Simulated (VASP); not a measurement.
# CdTe (F-43m) in VASP: elastic constants with PBE

Aim: the elastic constants of CdTe with PBE.

All numbers are computed with VASP 6.6.1; they aren't measurements. Logs are shortened: lines on timing, memory, paths and dates and some standing lists are left out, and cuts for length are marked.

## 1. The cell of the first run

The structure is cubic, space group F-43m (No. 216). Conventional cell: a = 6.619 Å, b = 6.619 Å, c = 6.619 Å, α = 90.00°, β = 90.00°, γ = 90.00°. Within 3.8 Å of Cd (site symmetry -43m) lie 4 Te at 2.87 Å. Within 3.8 Å of Te (site symmetry -43m) lie 4 Cd at 2.87 Å.

## 2. Elastic constants, PBE

Input file INCAR:

```
SYSTEM = CdTe
  PREC = Accurate
  ENCUT = 600
  EDIFF = 1E-8
  ISMEAR = 0
  SIGMA = 0.01
  LREAL = .False.
  LASPH = .True.
  NELM = 80
  ALGO = Normal
  ISIF = 3
  LWAVE = .False.
  LCHARG = .False.
  GGA = PE
  NBANDS = 16
  IBRION = 6
  NFREE = 2
  POTIM = 0.015
  NSW = 1
```

Input file KPOINTS:

```
regular mesh
0
Gamma
  10 10 10
  0 0 0
```

Input file POSCAR:

```
CdTe
1.0
    0.0000000000      3.3092646225      3.3092646225
    3.3092646225      0.0000000000      3.3092646225
    3.3092646225      3.3092646225      0.0000000000
Cd Te
1 1
Direct
    0.0000000000      0.0000000000      0.0000000000
    0.2500000000      0.2500000000      0.2500000000
```

Potentials or basis: VASP PAW PBE potentials, release 64 (Cd, Te).

Started as:

```bash
> cat potpaw_PBE.64/Cd/POTCAR potpaw_PBE.64/Te/POTCAR > POTCAR
> mpirun -np 1 vasp_std > vasp.out
```

OUTCAR:

```text
SYSTEM = CdTe
   PREC = Accurate
   ENCUT = 600
   EDIFF = 1E-8
   ISMEAR = 0
   LREAL = .False.
   LASPH = .True.
   NELM = 80
   ISIF = 3
   GGA = PE
   IBRION = 6
   NFREE = 2
   POTIM = 0.015
   NSW = 1

 ion  position               nearest neighbor table
   1  0.000  0.000  0.000-   2 2.87   2 2.87   2 2.87   2 2.87
   2  0.250  0.250  0.250-   1 2.87   1 2.87   1 2.87   1 2.87

  LATTYP: Found a face centered cubic cell.
 ALAT       =     6.6185292450

  Lattice vectors:

 A1 = (   0.0000000000,   3.3092646225,   3.3092646225)
 A2 = (   3.3092646225,   0.0000000000,   3.3092646225)
 A3 = (   3.3092646225,   3.3092646225,   0.0000000000)

Analysis of symmetry for initial positions (statically):
=====================================================================
 Subroutine PRICEL returns:
 Original cell was already a primitive cell.

 Routine SETGRP: Setting up the symmetry group for a
 face centered cubic supercell.

 Subroutine GETGRP returns: Found 24 space group operations
 (whereof 24 operations were pure point group operations)
 out of a pool of 48 trial point group operations.

The static configuration has the point symmetry T_d .

Analysis of symmetry for dynamics (positions and initial velocities):
=====================================================================
 Subroutine PRICEL returns:
 Original cell was already a primitive cell.

 Routine SETGRP: Setting up the symmetry group for a
 face centered cubic supercell.

 Subroutine GETGRP returns: Found 24 space group operations
 (whereof 24 operations were pure point group operations)
 out of a pool of 48 trial point group operations.

The dynamic configuration has the point symmetry T_d .

 Subroutine INISYM returns: Found 24 space group operations
 (whereof 24 operations are pure point group operations),
 and found     1 'primitive' translations

----------------------------------------------------------------------------------------

                                     Primitive cell

  volume of cell :      72.4811

  direct lattice vectors                    reciprocal lattice vectors
     0.000000000  3.309264623  3.309264623    -0.151090969  0.151090969  0.151090969
     3.309264623  0.000000000  3.309264623     0.151090969 -0.151090969  0.151090969
     3.309264623  3.309264623  0.000000000     0.151090969  0.151090969 -0.151090969

  length of vectors
     4.680006911  4.680006911  4.680006911     0.261697236  0.261697236  0.261697236

  position of ions in fractional coordinates (direct lattice)
     0.000000000  0.000000000  0.000000000
     0.250000000  0.250000000  0.250000000

  ion indices of the primitive-cell ions
   primitive index   ion index
                 1           1
                 2           2

----------------------------------------------------------------------------------------

 KPOINTS: regular mesh

Automatic generation of k-mesh.
 Grid dimensions read from file:
 generate k-points for:   10   10   10

 Generating k-lattice:
[... 103 lines left out ...]

 number of electron      18.0000001 magnetization

 Free energy of the ion-electron system (eV)
  ---------------------------------------------------
  ext. energy  EPLUGINS =         0.00000000
  ---------------------------------------------------
  free energy    TOTEN  =        -4.81248765 eV

  energy without entropy =       -4.81248765  energy(sigma->0) =       -4.81248765

------------------------ aborting loop because EDIFF is reached ----------------------------------------

  FORCE on cell =-STRESS in cart. coord.  units (eV):
  Direction    XX          YY          ZZ          XY          YZ          ZX
  --------------------------------------------------------------------------------------
  -------------------------------------------------------------------------------------
  Total        0.0300533      0.0300533      0.0300533      0.0000000      0.0000000      0.0000000
  in kB        0.6643210      0.6643210      0.6643210      0.0000000      0.0000000      0.0000000
  external PRESSURE =       0.6643210 kB  Pullay stress =       0.0000000 kB
[... 89 lines left out ...]
  FREE ENERGIE OF THE ION-ELECTRON SYSTEM (eV)
  ---------------------------------------------------
  free  energy   TOTEN  =        -4.8096607367 eV

  energy  without entropy=       -4.8096607367  energy(sigma->0) =       -4.80966074

[... ionic steps 4 to 14 ...]

--------------------------------------- Ionic step       15  -------------------------------------------

 number of electron      18.0000001 magnetization

------------------------ aborting loop because EDIFF is reached ----------------------------------------
[... 67 lines left out ...]
--------------------------------------- Ionic step       17  -------------------------------------------

 number of electron      18.0000001 magnetization

 Free energy of the ion-electron system (eV)
  ---------------------------------------------------
  ext. energy  EPLUGINS =         0.00000000
  ---------------------------------------------------
  free energy    TOTEN  =        -4.81206160 eV

  energy without entropy =       -4.81206160  energy(sigma->0) =       -4.81206160

 E-fermi :   1.9053     XC(G=0):  -8.3083

 val. band max:        1.8074425261   @ k =   0.0000   0.0000   0.0000
 cond. band min:       2.3783641242   @ k =   0.0000   0.0000   0.0000
 fundamental gap:      0.5709215981
 Fermi energy:         1.9053466303

 k-point     1 :       0.0000    0.0000    0.0000
  band No.  band energies     occupation
      1      -9.0379      2.00000
      2      -6.2993      2.00000
      3      -6.2938      2.00000
      4      -6.2886      2.00000
      5      -6.0773      2.00000
      6      -6.0772      2.00000
[... 433 lines left out ...]
      3      -6.1918      2.00000
      4      -6.1363      2.00000
      5      -6.0584      2.00000
      6      -5.8419      2.00000
[... 8 lines left out ...]
     15      12.1551      0.00000
     16      13.2121      0.00000

 [... further k-points ...]

------------------------ aborting loop because EDIFF is reached ----------------------------------------

  FORCE on cell =-STRESS in cart. coord.  units (eV):
  Direction    XX          YY          ZZ          XY          YZ          ZX
  --------------------------------------------------------------------------------------
  -------------------------------------------------------------------------------------
  Total        0.0305962      0.0318300      0.0318300      0.0000000      0.0702377      0.0000000
  in kB        0.6763214      0.7035958      0.7035958      0.0000000      1.5525889      0.0000000
  external PRESSURE =       0.6945044 kB  Pullay stress =       0.0000000 kB
[... 17 lines left out ...]
  FREE ENERGIE OF THE ION-ELECTRON SYSTEM (eV)
  ---------------------------------------------------
  free  energy   TOTEN  =        -4.8120616008 eV

  energy  without entropy=       -4.8120616008  energy(sigma->0) =       -4.81206160

 INTERNAL STRAIN TENSORS FROM STRAINED CELLS
 ============================================

 INTERNAL STRAIN TENSOR FOR ION    1 for displacements in x,y,z  (eV/Angst):
          X           Y           Z          XY          YZ          ZX
  --------------------------------------------------------------------------------
  x    -0.00000    -0.00000    -0.00000     0.00000     4.67865     0.00000
  y     0.00000    -0.00000    -0.00000     0.00000     0.00000     4.67863
  z     0.00000    -0.00000     0.00000     4.67874    -0.00000     0.00000

 INTERNAL STRAIN TENSORS FROM DISPLACED ATOMS
 ============================================

 INTERNAL STRAIN TENSOR FOR ION    1 for displacements in x,y,z  (eV/Angst):
          X           Y           Z          XY          YZ          ZX
  --------------------------------------------------------------------------------
  x     0.00000     0.00000     0.00000     0.00000     4.68479     0.00000
  y    -0.00000     0.00000    -0.00000     0.00000     0.00000     4.68479
  z     0.00000     0.00000     0.00000     4.68479     0.00000     0.00000

 INTERNAL STRAIN TENSOR FOR ION    2 for displacements in x,y,z  (eV/Angst):
          X           Y           Z          XY          YZ          ZX
  --------------------------------------------------------------------------------
  x     0.00000    -0.00000    -0.00000     0.00000    -4.68351     0.00000
  y    -0.00000     0.00000    -0.00000     0.00000     0.00000    -4.68351
  z    -0.00000    -0.00000     0.00000    -4.68351     0.00000     0.00000

 Eigenvectors and eigenvalues of the dynamical matrix
 ----------------------------------------------------

   1 f  =    3.935281 THz    24.726102 2PiTHz  131.266859 cm-1    16.275009 meV
             X         Y         Z           dx          dy          dz
      0.000000  0.000000  0.000000     0.000000    0.729248    0.000000
      1.654632  1.654632  1.654632     0.000000   -0.684250    0.000000
[... 21 lines left out ...]
   6 f/i=    0.000631 THz     0.003964 2PiTHz    0.021043 cm-1     0.002609 meV
             X         Y         Z           dx          dy          dz
      0.000000  0.000000  0.000000     0.000000    0.000000   -0.684250
      1.654632  1.654632  1.654632     0.000000    0.000000   -0.729248

--------------------------------------------------------------------------------------------------------

 ELASTIC MODULI CONTR FROM IONIC RELAXATION (kBar)
 Direction    XX          YY          ZZ          XY          YZ          ZX
 --------------------------------------------------------------------------------
 XX          -0.0000     -0.0000     -0.0000     -0.0000     -0.0000     -0.0000
 YY          -0.0000     -0.0000     -0.0000     -0.0000     -0.0000     -0.0000
 ZZ          -0.0000     -0.0000     -0.0000     -0.0000     -0.0000     -0.0000
 XY          -0.0000     -0.0000     -0.0000   -128.0790      0.0000      0.0000
 YZ          -0.0000     -0.0000     -0.0000      0.0000   -128.0790      0.0000
 ZX          -0.0000     -0.0000     -0.0000      0.0000      0.0000   -128.0790
 --------------------------------------------------------------------------------

 TOTAL ELASTIC MODULI (kBar)
 Direction    XX          YY          ZZ          XY          YZ          ZX
 --------------------------------------------------------------------------------
 XX         462.7074    299.6528    299.6528     -0.0000      0.0000     -0.0000
 YY         299.6528    462.7074    299.6528     -0.0000     -0.0000     -0.0000
 ZZ         299.6528    299.6528    462.7074     -0.0000     -0.0000     -0.0000
 XY          -0.0000     -0.0000     -0.0000    186.4255      0.0000      0.0000
 YZ           0.0000     -0.0000     -0.0000      0.0000    186.4255      0.0000
 ZX          -0.0000     -0.0000     -0.0000      0.0000      0.0000    186.4255
 --------------------------------------------------------------------------------
```

It took 37 min on 1 thread of Intel Xeon 6975P-C (Granite Rapids), shared host; peak memory 0.75 GiB.

What came out:

```
Elastic constants C11, C12, C44                         : 46, 30, 19 GPa
Voigt bulk modulus                                      : 35 GPa
Highest phonon frequency at Γ, LO-TO splitting left out : 131 cm⁻¹
```

Phonon frequencies in cm⁻¹ (negative: imaginary):
| q point | frequencies |
| --- | --- |
| (0.000, 0.000, 0.000) | 0 0 0 131 131 131 |

Elastic tensor in Voigt notation (GPa, in the Cartesian axes of the cell as first typed):
```
46 30 30  0  0  0
30 46 30  0  0  0
30 30 46  0  0  0
 0  0  0 19  0  0
 0  0  0  0 19  0
 0  0  0  0  0 19
```

Clamped-ion elastic tensor (GPa):
```
46 30 30  0  0  0
30 46 30  0  0  0
30 30 46  0  0  0
 0  0  0 31  0  0
 0  0  0  0 31  0
 0  0  0  0  0 31
```

Caveat: spin-orbit coupling is left out, which moves the levels of the heavy elements.
